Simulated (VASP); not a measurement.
# BAs (F-43m) in VASP: settings compared

The runs below take BAs through single point, with RPBE+D4, PBE exchange alone.

Everything below comes from runs of VASP 6.6.1. Logs are shortened: lines on timing, memory, paths and dates and some standing lists are left out, and cuts for length are marked.

### Step 1. The cell of the first run

The structure is cubic, space group F-43m (No. 216). The conventional cell has a = 4.840 Å, b = 4.840 Å, c = 4.840 Å, α = 90.00°, β = 90.00°, γ = 90.00°. As (site symmetry -43m) has 4 B at 2.10 Å within 2.8 Å. Within 2.8 Å of B (site symmetry -43m) lie 4 As at 2.10 Å.

### Step 2. Single point, RPBE+D4

INCAR

```
ALGO = Normal
EDIFF = 1E-6
ENCUT = 520
GGA = RP
ISIF = 2
ISMEAR = -1
IVDW = 13
LASPH = True
LCHARG = True
LELF = True
LREAL = False
LVHAR = True
LWAVE = False
NBANDS = 11
NELM = 60
PREC = Accurate
SIGMA = 0.05
```

KPOINTS

```
k-points
0
Gamma
  10 10 10
```

POSCAR

```
BAs
1.0
    0.0000000000      2.4199312360      2.4199312360
    2.4199312360      0.0000000000      2.4199312360
    2.4199312360      2.4199312360      0.0000000000
As B
1 1
Direct
    0.7500000000      0.7500000000      0.7500000000
    0.0000000000      0.0000000000      0.0000000000
```

Potentials or basis: VASP PAW PBE potentials, release 64 (As, B).

Command:

```
$ cat potpaw_PBE.64/As/POTCAR potpaw_PBE.64/B/POTCAR > POTCAR
$ mpirun -np 1 vasp_std > vasp.out
```

OUTCAR:

```text
EDIFF = 1E-6
   ENCUT = 520
   GGA = RP
   ISIF = 2
   ISMEAR = -1
   IVDW = 13
   LASPH = True
   LREAL = False
   NELM = 60
   PREC = Accurate

 ion  position               nearest neighbor table
   1  0.750  0.750  0.750-   2 2.10   2 2.10   2 2.10   2 2.10
   2  0.000  0.000  0.000-   1 2.10   1 2.10   1 2.10   1 2.10

  LATTYP: Found a face centered cubic cell.
 ALAT       =     4.8398624720

  Lattice vectors:

 A1 = (   0.0000000000,   2.4199312360,   2.4199312360)
 A2 = (   2.4199312360,   0.0000000000,   2.4199312360)
 A3 = (   2.4199312360,   2.4199312360,   0.0000000000)

Analysis of symmetry for initial positions (statically):
=====================================================================
 Subroutine PRICEL returns:
 Original cell was already a primitive cell.

 Routine SETGRP: Setting up the symmetry group for a
 face centered cubic supercell.

 Subroutine GETGRP returns: Found 24 space group operations
 (whereof 24 operations were pure point group operations)
 out of a pool of 48 trial point group operations.

The static configuration has the point symmetry T_d .

Analysis of symmetry for dynamics (positions and initial velocities):
=====================================================================
 Subroutine PRICEL returns:
 Original cell was already a primitive cell.

 Routine SETGRP: Setting up the symmetry group for a
 face centered cubic supercell.

 Subroutine GETGRP returns: Found 24 space group operations
 (whereof 24 operations were pure point group operations)
 out of a pool of 48 trial point group operations.

The dynamic configuration has the point symmetry T_d .

 Subroutine INISYM returns: Found 24 space group operations
 (whereof 24 operations are pure point group operations),
 and found     1 'primitive' translations

----------------------------------------------------------------------------------------

                                     Primitive cell

  volume of cell :      28.3426

  direct lattice vectors                    reciprocal lattice vectors
     0.000000000  2.419931236  2.419931236    -0.206617441  0.206617441  0.206617441
     2.419931236  0.000000000  2.419931236     0.206617441 -0.206617441  0.206617441
     2.419931236  2.419931236  0.000000000     0.206617441  0.206617441 -0.206617441

  length of vectors
     3.422299574  3.422299574  3.422299574     0.357871906  0.357871906  0.357871906

  position of ions in fractional coordinates (direct lattice)
     0.750000000  0.750000000  0.750000000
     0.000000000  0.000000000  0.000000000

  ion indices of the primitive-cell ions
   primitive index   ion index
                 1           1
                 2           2

----------------------------------------------------------------------------------------

 KPOINTS: k-points

Automatic generation of k-mesh.
 Grid dimensions read from file:
 generate k-points for:   10   10   10

 Generating k-lattice:

  Cartesian coordinates                     Fractional coordinates (reciprocal lattice)
    -0.020661744  0.020661744  0.020661744     0.100000000  0.000000000  0.000000000
     0.020661744 -0.020661744  0.020661744     0.000000000  0.100000000  0.000000000
     0.020661744  0.020661744 -0.020661744     0.000000000  0.000000000  0.100000000

  Length of vectors
     0.035787191  0.035787191  0.035787191

  Shift w.r.t. Gamma in fractional coordinates (k-lattice)
     0.000000000  0.000000000  0.000000000

 Subroutine IBZKPT returns following result:
 ===========================================

 Found     47 irreducible k-points:

 Following reciprocal coordinates:
            Coordinates               Weight
  0.000000  0.000000  0.000000      1.000000
  0.100000  0.000000  0.000000      8.000000
  0.200000  0.000000  0.000000      8.000000
  0.300000  0.000000  0.000000      8.000000
  0.400000  0.000000  0.000000      8.000000
  0.500000  0.000000  0.000000      4.000000
[... 16 lines left out ...]
  0.300000  0.300000  0.000000      6.000000
  0.400000  0.300000  0.000000     24.000000
 [... further k-points ...]
   k-points           NKPTS =     47   k-points in BZ     NKDIM =     47   number of bands    NBANDS=     11
   number of dos      NEDOS =    301   number of ions     NIONS =      2
   total plane-waves  NPLWV =  21952
   dimension x,y,z NGX =    28 NGY =   28 NGZ =   28
   dimension x,y,z NGXF=    56 NGYF=   56 NGZF=   56
   ions per type =               1   1
   NGX,Y,Z   is equivalent  to a cutoff of  13.60, 13.60, 13.60 a.u.
   NGXF,Y,Z  is equivalent  to a cutoff of  27.20, 27.20, 27.20 a.u.
 SYSTEM =  unknown system
   PREC   = accura    normal or accurate (medium, high low for compatibility)
   ISTART =      0    job   : 0-new  1-cont  2-samecut
   ICHARG =      2    charge: 1-file 2-atom 10-const
   ISPIN  =      1    spin polarized calculation?
   LNONCOLLINEAR =      F non collinear calculations
   LSORBIT =      F    spin-orbit coupling
   LASPH  =      T    aspherical Exc in radial PAW
   ENCUT  =  520.0 eV  38.22 Ry    6.18 a.u.   6.36  6.36  6.36*2*pi/ulx,y,z
   NELM   =     60;   NELMIN=  2; NELMDL= -5     # of ELM steps
   EDIFF  = 0.1E-05   stopping-criterion for ELM
   LREAL  =      F    real-space projection
   EDIFFG = 0.1E-04   stopping-criterion for IOM
   NSW    =      0    number of steps for IOM
   IBRION =     -1    ionic relax: 0-MD 1-quasi-New 2-CG
   NFREE  =      0    steps in history (QN), initial steepest desc. (CG)
   ISIF   =      2    stress and relaxation
   ISYM   =      2    0-nonsym 1-usesym 2-fastsym
   POTIM  = 0.5000    time-step for ionic-motion
   TEBEG  =    0.0;   TEEND  =   0.0 temperature during run
   PSTRESS=    0.0 pullay stress
   NELECT =       8.0000    total number of electrons
   NUPDOWN=      -1.0000    fix difference up-down
   EMIN   =  10.00;   EMAX   =-10.00  energy-range for DOS
   EFERMI =   0.00;   METHOD = LEGACY
   ISMEAR =    -1;   SIGMA  =   0.05  broadening in eV -4-tet -1-fermi 0-gaus
   EFERMI_NEDOS =   21; number of points for ismear=-14 and -15
   IALGO  =     38    algorithm
   IMIX   =      4    mixing-type and parameters
     AMIX     =   0.40;   BMIX     =  1.00
     AMIX_MAG =   1.60;   BMIX_MAG =  1.00
  volume/ion in A,a.u.               =      14.17        95.63
  Fermi-wavevector in a.u.,A,eV,Ry     =   1.073887  2.029352 15.690683  1.153233
  Thomas-Fermi vector in A             =   2.209699
   LORBIT       =      0    0 simple, 1 ext, 2 COOP (PROOUT), +10 PAW based schemes
   GGA     = RP    functional components
   LHFCALC =     F    Hartree Fock is set to
   AEXX    =    0.0000 exact exchange contribution
   IVDW    =    13    specifies the selected vdW correction
   LEPSILON=     F    determine dielectric tensor
   LRPA    =     F    only Hartree local field effects (RPA)
 non-spin polarized calculation
  energy-cutoff  :      520.00
  volume of cell :       28.34
 maximum number of plane-waves:       785
 NGX is ok and might be reduce to    28
   NGX = 13   NGY = 13   NGZ = 13

 number of electron       8.0000000 magnetization

 Free energy of the ion-electron system (eV)
  ---------------------------------------------------
  ext. energy  EPLUGINS =         0.00000000
  ---------------------------------------------------
  free energy    TOTEN  =       -10.74916124 eV

  energy without entropy =      -10.74916120  energy(sigma->0) =      -10.74916122

 E-fermi :   6.4137     XC(G=0): -10.3249

 val. band max:        5.8051422419   @ k =   0.0000   0.0000   0.0000
 cond. band min:       7.0568116307   @ k =   0.4000   0.4000   0.0000
 fundamental gap:      1.2516693887
 Fermi energy:         6.4137440166

 k-point     1 :       0.0000    0.0000    0.0000
  band No.  band energies     occupation
      1      -9.2466      2.00000
      2       5.8051      1.99999
      3       5.8051      1.99999
      4       5.8051      1.99999
      5       9.0342      0.00000
      6       9.0342      0.00000
      7       9.0342      0.00000
      8      10.0247      0.00000
      9      15.3608      0.00000
     10      18.5366      0.00000
     11      18.5366      0.00000

 k-point     2 :       0.1000    0.0000    0.0000
  band No.  band energies     occupation
      1      -9.0881      2.00000
      2       4.4282      2.00000
      3       5.5161      2.00000
      4       5.5161      2.00000
      5       9.1078      0.00000
      6       9.4163      0.00000
      7       9.4163      0.00000
      8      10.9906      0.00000
      9      15.9728      0.00000
     10      17.5541      0.00000
     11      17.5541      0.00000

 k-point     3 :       0.2000    0.0000    0.0000
  band No.  band energies     occupation
      1      -8.6215      2.00000
      2       2.1245      2.00000
      3       4.9620      2.00000
      4       4.9620      2.00000
      5       8.8419      0.00000
      6      10.1148      0.00000
      7      10.1148      0.00000
      8      12.7136      0.00000
      9      16.8642      0.00000
     10      16.8642      0.00000
     11      16.9467      0.00000

 k-point     4 :       0.3000    0.0000    0.0000
  band No.  band energies     occupation
      1      -7.8843      2.00000
      2      -0.0938      2.00000
      3       4.4697      2.00000
      4       4.4697      2.00000
      5       8.5511      0.00000
      6      10.5259      0.00000
      7      10.5259      0.00000
      8      14.1018      0.00000
      9      17.0556      0.00000
     10      17.2827      0.00000
     11      17.2827      0.00000
[... 239 lines left out ...]
 k-point    22 :      -0.2000    0.2000    0.0000
  band No.  band energies     occupation
      1      -7.6304      2.00000
      2       0.4244      2.00000
      3       1.8969      2.00000
      4       4.5557      2.00000
      5       9.6083      0.00000
      6      10.8252      0.00000
      7      11.6891      0.00000
      8      12.6709      0.00000
      9      15.6297      0.00000
     10      18.2892      0.00000
     11      19.6673      0.00000

 k-point    23 :       0.3000    0.3000    0.0000
  band No.  band energies     occupation
      1      -7.4008      2.00000
      2       0.6284      2.00000
      3       2.7414      2.00000
      4       2.7414      2.00000
      5       7.2601      0.00000
      6       9.4757      0.00000
      7      14.0418      0.00000
      8      14.0418      0.00000
      9      16.5276      0.00000
     10      20.5576      0.00000
     11      20.6323      0.00000

 k-point    24 :       0.4000    0.3000    0.0000
  band No.  band energies     occupation
      1      -6.7037      2.00000
      2      -0.5699      2.00000
      3       1.9883      2.00000
      4       2.4544      2.00000
      5       7.5547      0.00000
      6       9.2235      0.00000
      7      14.4030      0.00000
      8      14.6495      0.00000
      9      17.6159      0.00000
     10      21.2313      0.00000
     11      21.3848      0.00000

 [... further k-points ...]

------------------------ aborting loop because EDIFF is reached ----------------------------------------

  DFT-D4 for vdW energy calculation

  Edisp (eV):   -1.50123

  FORCE on cell =-STRESS in cart. coord.  units (eV):
  Direction    XX          YY          ZZ          XY          YZ          ZX
  --------------------------------------------------------------------------------------
  -------------------------------------------------------------------------------------
  Total      -1.53902    -1.53902    -1.53902     0.00000     0.00000    -0.00000
  in kB     -86.99932   -86.99932   -86.99932     0.00000     0.00000    -0.00000
  external pressure =      -87.00 kB  Pullay stress =        0.00 kB

 VOLUME and BASIS-vectors are now :
 -----------------------------------------------------------------------------
  energy-cutoff  :      520.00
  volume of cell :       28.34
      direct lattice vectors                 reciprocal lattice vectors
     0.000000000  2.419931236  2.419931236    -0.206617441  0.206617441  0.206617441
     2.419931236  0.000000000  2.419931236     0.206617441 -0.206617441  0.206617441
     2.419931236  2.419931236  0.000000000     0.206617441  0.206617441 -0.206617441

 POSITION                                       TOTAL-FORCE (eV/Angst)
 -----------------------------------------------------------------------------------
      3.62990      3.62990      3.62990        -0.000000     -0.000000     -0.000000
      0.00000      0.00000      0.00000         0.000000      0.000000      0.000000
 -----------------------------------------------------------------------------------
    total drift:                                0.000000      0.000000      0.000000

  FREE ENERGIE OF THE ION-ELECTRON SYSTEM (eV)
  ---------------------------------------------------
  free  energy   TOTEN  =       -12.2503940358 eV

  energy  without entropy=      -12.2503939922  energy(sigma->0) =      -12.25039401
```

Wall time 44 s (1 thread of AMD EPYC 7R13, shared host); peak memory 0.13 GiB.

Results:

```yaml
Free_energy: -12.2504 eV
Pressure: -8.7 GPa
Band_gap_on_the_k_mesh: 1.25 eV, indirect (least direct gap 3.23 eV)
Dispersion_energy_per_atom: -0.751 eV
```

Caveat: the PAW data sets were made with another functional, which shifts forces and pressure a little.

### Step 3. Single point, PBE exchange alone

This run uses another cell than the first one, of 13.63 Å³/atom, 0.962 times its volume.

INCAR

```
SYSTEM = BAs
AGGAC = 0.0 ; ALDAC = 0.0
ALGO = Normal ; EDIFF = 1E-6
ENCUT = 520 ; GGA = PE
ISIF = 2 ; ISMEAR = -1
LASPH = .True. ; LCHARG = .False.
LREAL = .False. ; LWAVE = .False.
NBANDS = 11 ; NELM = 100
PREC = Accurate ; SIGMA = 0.05
```

KPOINTS

```
k-points
0
Gamma
  10 10 10
  0 0 0
```

POSCAR

```
BAs
1.0
    0.0000000000      2.3885000000      2.3885000000
    2.3885000000      0.0000000000      2.3885000000
    2.3885000000      2.3885000000      0.0000000000
As B
1 1
Direct
    0.7500000000      0.7500000000      0.7500000000
    0.0000000000      0.0000000000      0.0000000000
```

Potentials or basis: VASP PAW PBE potentials, release 64 (As, B).

Command:

```
$ cat potpaw_PBE.64/As/POTCAR potpaw_PBE.64/B/POTCAR > POTCAR
$ mpirun -np 1 vasp_std > vasp.out
```

OUTCAR:

```text
SYSTEM = BAs
   EDIFF = 1E-6
   ENCUT = 520
   GGA = PE
   ISIF = 2
   ISMEAR = -1
   LASPH = .True.
   LREAL = .False.
   NELM = 100
   PREC = Accurate

 ion  position               nearest neighbor table
   1  0.750  0.750  0.750-   2 2.07   2 2.07   2 2.07   2 2.07
   2  0.000  0.000  0.000-   1 2.07   1 2.07   1 2.07   1 2.07

  LATTYP: Found a face centered cubic cell.
 ALAT       =     4.7770000000

  Lattice vectors:

 A1 = (   0.0000000000,   2.3885000000,   2.3885000000)
 A2 = (   2.3885000000,   0.0000000000,   2.3885000000)
 A3 = (   2.3885000000,   2.3885000000,   0.0000000000)

[... 512 lines left out ...]
      8      16.7202      0.00000
      9      19.7529      0.00000
     10      23.6642      0.00000
     11      23.7000      0.00000

 [... further k-points ...]
[... 5 lines left out ...]
  --------------------------------------------------------------------------------------
  -------------------------------------------------------------------------------------
  Total        3.0624047      3.0624047      3.0624047     -0.0000000      0.0000000     -0.0000000
  in kB      180.0393512    180.0393512    180.0393512     -0.0000000      0.0000000     -0.0000000
  external PRESSURE =     180.0393512 kB  Pullay stress =       0.0000000 kB

 VOLUME and BASIS-vectors are now :
 -----------------------------------------------------------------------------
  energy-cutoff  :      520.00
  volume of cell :       27.25
      direct lattice vectors                 reciprocal lattice vectors
     0.000000000  2.388500000  2.388500000    -0.209336404  0.209336404  0.209336404
     2.388500000  0.000000000  2.388500000     0.209336404 -0.209336404  0.209336404
     2.388500000  2.388500000  0.000000000     0.209336404  0.209336404 -0.209336404

 POSITION                                       TOTAL-FORCE (eV/Angst)
 -----------------------------------------------------------------------------------
      3.58275      3.58275      3.58275         0.000000      0.000000      0.000000
      0.00000      0.00000      0.00000        -0.000000     -0.000000     -0.000000
 -----------------------------------------------------------------------------------
    total drift:                                0.000000      0.000000      0.000000

  FREE ENERGIE OF THE ION-ELECTRON SYSTEM (eV)
  ---------------------------------------------------
  free  energy   TOTEN  =        -8.1944413463 eV

  energy  without entropy=       -8.1944413360  energy(sigma->0) =       -8.19444134
```

stdout:

```text
POSCAR found type information on POSCAR AsB
 POSCAR found :  2 types and       2 ions
 scaLAPACK will be used
 LDA part: xc-table for (Slater+PW92), standard interpolation
 POSCAR, INCAR and KPOINTS ok, starting setup
 FFT: planning ... GRIDC
 FFT: planning ... GRID_SOFT
 FFT: planning ... GRID
 WAVECAR not read
 entering main loop
```

Wall time 37 s (1 thread of AMD EPYC 7R13, shared host); peak memory 0.13 GiB.

What came out:

- Free energy: -8.1944 eV
- Pressure: 18.0 GPa
- Band gap on the k mesh: 1.41 eV, indirect (least direct gap 3.35 eV)

A k mesh can miss the band edges.
